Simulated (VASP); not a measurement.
# Ca (P6_3/mmc) in VASP: a series of runs, part 2 of 2

VASP 6.6.1. Earlier steps stand in the parts before.

### 4 Single point, PBEsol (44.85 Å³/atom)

This run uses another cell than the first one, of 44.85 Å³/atom.

Input file INCAR:

```
PREC = Accurate
ENCUT = 520
EDIFF = 1E-7
ISMEAR = 0
SIGMA = 0.1
LREAL = False
LASPH = True
NELM = 60
ALGO = Fast
ISIF = 2
LWAVE = False
LCHARG = False
GGA = PS
NBANDS = 17
```

Input file KPOINTS:

```
regular mesh
0
Gamma
  12 12 8
```

Input file POSCAR:

```
Ca
1.0
    3.9780532351      0.0000000000      0.0000000000
   -1.9890266176      3.4450951592      0.0000000000
    0.0000000000      0.0000000000      6.5448473686
Ca
2
Direct
    0.3333333333      0.6666666667      0.2500000000
    0.6666666667      0.3333333333      0.7500000000
```

Potentials or basis: VASP PAW PBE potentials, release 64 (Ca_sv).

On the command line:

```
> cat potpaw_PBE.64/Ca_sv/POTCAR > POTCAR
> mpirun -np 1 vasp_std > vasp.out
```

OUTCAR:

```text
PREC = Accurate
   ENCUT = 520
   EDIFF = 1E-7
   ISMEAR = 0
   LREAL = False
   LASPH = True
   NELM = 60
   ISIF = 2
   GGA = PS

 ion  position               nearest neighbor table
   1  0.333  0.667  0.250-
   2  0.667  0.333  0.750-

  LATTYP: Found a hexagonal cell.
 ALAT       =     3.9780532351
 C/A-ratio  =     1.6452387592

  Lattice vectors:

 A1 = (   3.9780532351,   0.0000000000,   0.0000000000)
 A2 = (  -1.9890266176,   3.4450951592,   0.0000000000)
 A3 = (   0.0000000000,   0.0000000000,   6.5448473686)

Analysis of symmetry for initial positions (statically):
=====================================================================
 Subroutine PRICEL returns:
 Original cell was already a primitive cell.

 Routine SETGRP: Setting up the symmetry group for a
 hexagonal supercell.

 Subroutine GETGRP returns: Found 24 space group operations
 (whereof 12 operations were pure point group operations)
 out of a pool of 24 trial point group operations.

The static configuration has the point symmetry D_3d.
 The point group associated with its full space group is D_6h.

Analysis of symmetry for dynamics (positions and initial velocities):
=====================================================================
 Subroutine PRICEL returns:
 Original cell was already a primitive cell.

 Routine SETGRP: Setting up the symmetry group for a
 hexagonal supercell.

 Subroutine GETGRP returns: Found 24 space group operations
 (whereof 12 operations were pure point group operations)
 out of a pool of 24 trial point group operations.

The dynamic configuration has the point symmetry D_3d.
 The point group associated with its full space group is D_6h.

 Subroutine INISYM returns: Found 24 space group operations
 (whereof 12 operations are pure point group operations),
 and found     1 'primitive' translations

[... 112 lines left out ...]
   IMIX   =      4    mixing-type and parameters
     AMIX     =   0.40;   BMIX     =  1.00
     AMIX_MAG =   1.60;   BMIX_MAG =  1.00
  volume/ion in A,a.u.               =      44.85       302.65
  Fermi-wavevector in a.u.,A,eV,Ry     =   0.992722  1.875973 13.408505  0.985497
  Thomas-Fermi vector in A             =   2.124554
   LORBIT       =      0    0 simple, 1 ext, 2 COOP (PROOUT), +10 PAW based schemes
   GGA     = PS    functional components
   LHFCALC =     F    Hartree Fock is set to
   AEXX    =    0.0000 exact exchange contribution
   IVDW    =     0    specifies the selected vdW correction
   LEPSILON=     F    determine dielectric tensor
   LRPA    =     F    only Hartree local field effects (RPA)
 non-spin polarized calculation
 RMM-DIIS sequential band-by-band and
 Gauss-broadening in eV      SIGMA  =   0.10
  energy-cutoff  :      520.00
  volume of cell :       89.70
 maximum number of plane-waves:      2472
 NGX is ok and might be reduce to    30
   NGX = 15   NGY = 15   NGZ = 25

 number of electron      20.0000001 magnetization

 Free energy of the ion-electron system (eV)
  ---------------------------------------------------
  ext. energy  EPLUGINS =         0.00000000
  ---------------------------------------------------
  free energy    TOTEN  =        -4.22748517 eV

  energy without entropy =       -4.21649271  energy(sigma->0) =       -4.22198894

 E-fermi :   1.7151     XC(G=0):  -7.6191

 val. band max:        1.7131132700   @ k =   0.2500   0.0833   0.0000
 cond. band min:       1.7209208025   @ k =   0.3333  -0.0000   0.0000
 fundamental gap:      0.0078075325
 Fermi energy:         1.7150923668

 k-point     1 :       0.0000    0.0000    0.0000
  band No.  band energies     occupation
      1     -40.3162      2.00000
      2     -40.3062      2.00000
      3     -21.4211      2.00000
      4     -21.3315      2.00000
      5     -21.3315      2.00000
      6     -21.3164      2.00000
[... 457 lines left out ...]
      4     -21.3858      2.00000
      5     -21.3793      2.00000
      6     -21.3504      2.00000
[... 9 lines left out ...]
     16       4.8216      0.00000
     17       5.0763      0.00000

 [... further k-points ...]

------------------------ aborting loop because EDIFF is reached ----------------------------------------

  FORCE on cell =-STRESS in cart. coord.  units (eV):
  Direction    XX          YY          ZZ          XY          YZ          ZX
  --------------------------------------------------------------------------------------
  -------------------------------------------------------------------------------------
  Total       -0.8053229     -0.8053229     -0.8617043      0.0000000     -0.0000000      0.0000000
  in kB      -14.3849807    -14.3849807    -15.3920872      0.0000000     -0.0000000      0.0000000
  external PRESSURE =     -14.7206829 kB  Pullay stress =       0.0000000 kB

 VOLUME and BASIS-vectors are now :
 -----------------------------------------------------------------------------
  energy-cutoff  :      520.00
  volume of cell :       89.70
      direct lattice vectors                 reciprocal lattice vectors
     3.978053235  0.000000000  0.000000000     0.251379240  0.145133872  0.000000000
    -1.989026618  3.445095159  0.000000000     0.000000000  0.290267744  0.000000000
     0.000000000  0.000000000  6.544847369     0.000000000  0.000000000  0.152791951

 POSITION                                       TOTAL-FORCE (eV/Angst)
 -----------------------------------------------------------------------------------
     -0.00000      2.29673      1.63621        -0.000000      0.000000      0.000000
      1.98903      1.14837      4.90864         0.000000     -0.000000      0.000000
 -----------------------------------------------------------------------------------
    total drift:                               -0.000000      0.000000     -0.000000

  FREE ENERGIE OF THE ION-ELECTRON SYSTEM (eV)
  ---------------------------------------------------
  free  energy   TOTEN  =        -4.2274851652 eV

  energy  without entropy=       -4.2164927072  energy(sigma->0) =       -4.22198894
```

OSZICAR:

```text
N       E                     dE             d eps       ncg     rms          rms(c)
DAV:   1     0.169555408906E+03    0.16956E+03   -0.99477E+03  3230   0.105E+03
DAV:   2     0.495187927801E+01   -0.16460E+03   -0.16264E+03  3670   0.314E+02
DAV:   3    -0.393164561408E+01   -0.88835E+01   -0.88320E+01  6296   0.528E+01
DAV:   4    -0.422261360029E+01   -0.29097E+00   -0.29021E+00  4125   0.103E+01
DAV:   5    -0.423757681862E+01   -0.14963E-01   -0.14953E-01  5466   0.149E+00    0.324E+00
RMM:   6    -0.423041869880E+01    0.71581E-02   -0.13417E-02  3446   0.130E+00    0.200E+00
RMM:   7    -0.422720640828E+01    0.32123E-02   -0.41906E-02  3600   0.246E+00    0.136E-01
RMM:   8    -0.422723117874E+01   -0.24770E-04   -0.85379E-03  4163   0.817E-01    0.351E-02
RMM:   9    -0.422740384680E+01   -0.17267E-03   -0.26114E-03  4949   0.381E-01    0.516E-02
RMM:  10    -0.422746477291E+01   -0.60926E-04   -0.45017E-04  5019   0.160E-01    0.721E-02
RMM:  11    -0.422746948644E+01   -0.47135E-05   -0.31622E-04  4992   0.131E-01    0.191E-02
RMM:  12    -0.422747852916E+01   -0.90427E-05   -0.97561E-05  5111   0.581E-02    0.169E-02
RMM:  13    -0.422748206568E+01   -0.35365E-05   -0.34874E-05  5229   0.255E-02    0.195E-02
RMM:  14    -0.422748412610E+01   -0.20604E-05   -0.11404E-05  4778   0.267E-02    0.199E-03
RMM:  15    -0.422748467376E+01   -0.54766E-06   -0.55481E-06  4674   0.826E-03    0.184E-03
RMM:  16    -0.422748480573E+01   -0.13197E-06   -0.12364E-06  3887   0.362E-03    0.144E-03
RMM:  17    -0.422748506909E+01   -0.26335E-06   -0.81601E-07  3700   0.252E-03    0.196E-03
RMM:  18    -0.422748516524E+01   -0.96156E-07   -0.22627E-07  3469   0.200E-03
   1 F= -.42274852E+01 E0= -.42219889E+01  d E =-.109925E-01
```

Wall time 4 min (1 thread of Intel Xeon 6975P-C (Granite Rapids), shared host); peak memory 0.28 GiB.

Results:

```
Free energy            : -4.2275 eV
Pressure               : -1.5 GPa
Band gap on the k mesh : zero (bands 10 and 11 overlap by 0.54 eV)
```

Stress tensor (GPa, compression positive):
```
-1.44  0.00  0.00
 0.00 -1.44  0.00
 0.00  0.00 -1.54
```

Caveat: the PAW data sets were made with another functional, which shifts forces and pressure a little.

### 5 Single point, PBEsol (35.88 Å³/atom)

This run uses another cell than the first one, of 35.88 Å³/atom.

Input file INCAR:

```
SYSTEM = Ca
  PREC = Accurate
  ENCUT = 520
  EDIFF = 1E-7
  ISMEAR = 0
  SIGMA = 0.1
  LREAL = .FALSE.
  LASPH = .TRUE.
  NELM = 80
  ALGO = Fast
  ISIF = 2
  LWAVE = .FALSE.
  LCHARG = .TRUE.
  GGA = PS
  LELF = .TRUE.
  LVHAR = .TRUE.
  NBANDS = 17
```

Input file KPOINTS:

```
regular mesh
0
G
  12 12 8
  0 0 0
```

Input file POSCAR:

```
Ca
1.0
    3.6868578312      0.0000000000      0.0000000000
   -1.8434289156      3.1929125419      0.0000000000
    0.0000000000      0.0000000000      6.0956203317
Ca
2
Direct
    0.3333333333      0.6666666667      0.2500000000
    0.6666666667      0.3333333333      0.7500000000
```

On the command line:

```
> cat potpaw_PBE.64/Ca_sv/POTCAR > POTCAR
> mpirun -np 1 vasp_std > vasp.out
```

Wall time 2.5 min (1 thread of Intel Xeon 6975P-C (Granite Rapids), shared host); peak memory 0.25 GiB.

The run converged. Its results:

| Property | Result |
| --- | --- |
| Free energy | -4.1843 eV |
| Pressure | 2.8 GPa |
| Band gap on the k mesh | zero (bands 10 and 11 overlap by 0.40 eV) |

Stress tensor (GPa, compression positive):
```
2.81 0.00 0.00
0.00 2.81 0.00
0.00 0.00 2.89
```

Levels at points of the mesh, in eV from the Fermi level:
| k point | band 6 | band 7 | band 8 | band 9 | band 10 | band 11 | band 12 | band 13 | band 14 | band 15 |
| --- | --- | --- | --- | --- | --- | --- | --- | --- | --- | --- |
| (0.00, 0.00, 0.00) | -22.48 | -22.48 | -22.47 | -4.37 | -1.18 | -0.10 | 2.40 | 2.47 | 2.47 | 2.84 |
| (0.50, 0.00, 0.00) | -22.57 | -22.52 | -22.51 | -1.15 | -0.65 | 0.05 | 0.28 | 1.50 | 2.11 | 2.40 |
| (0.00, 0.00, 0.50) | -22.49 | -22.49 | -22.49 | -3.23 | -3.23 | 1.42 | 1.42 | 2.47 | 2.47 | 2.47 |
| (0.50, 0.00, 0.50) | -22.54 | -22.53 | -22.53 | -0.82 | -0.82 | 0.25 | 0.25 | 1.51 | 1.51 | 3.20 |

Caveat: the PAW data sets were made with another functional, which shifts forces and pressure a little.

### 6 Overview

| cell | further INCAR settings | gap on the mesh (eV) | pressure (GPa) |
| --- | --- | --- | --- |
| a = 3.929, b = 3.929, c = 6.465 Å, angles 90.0, 90.0, 120.0°, 2 atoms | ALGO = Fast; EDIFF = 1e-06; NBANDS = 17 | none | -1.0 |
| a = 3.980, b = 3.980, c = 6.520 Å, angles 90.0, 90.0, 120.0°, 2 atoms | ALGO = Fast; EDIFF = 1e-06; NBANDS = 17 | none | -1.4 |
| a = 3.978, b = 3.978, c = 6.545 Å, angles 90.0, 90.0, 120.0°, 2 atoms | ALGO = Fast; EDIFF = 1e-07; NBANDS = 17 | none | -1.5 |
| a = 3.687, b = 3.687, c = 6.096 Å, angles 90.0, 90.0, 120.0°, 2 atoms | ALGO = Fast; EDIFF = 1e-07; NBANDS = 17 | none | 2.8 |

Alike in all rows: task single point; level PBEsol; potentials or basis VASP PAW PBE potentials, release 64 (Ca_sv); no spin polarisation; k mesh 12 × 12 × 8; cutoff (eV) 520; smearing gaussian 0.1 eV.

Caveats: the PAW data sets were made with another functional, which shifts forces and pressure a little.

Absolute energies hang on the potentials; compare differences alone.

The gap in the log of VASP goes by the Fermi energy; the results here count the filled bands.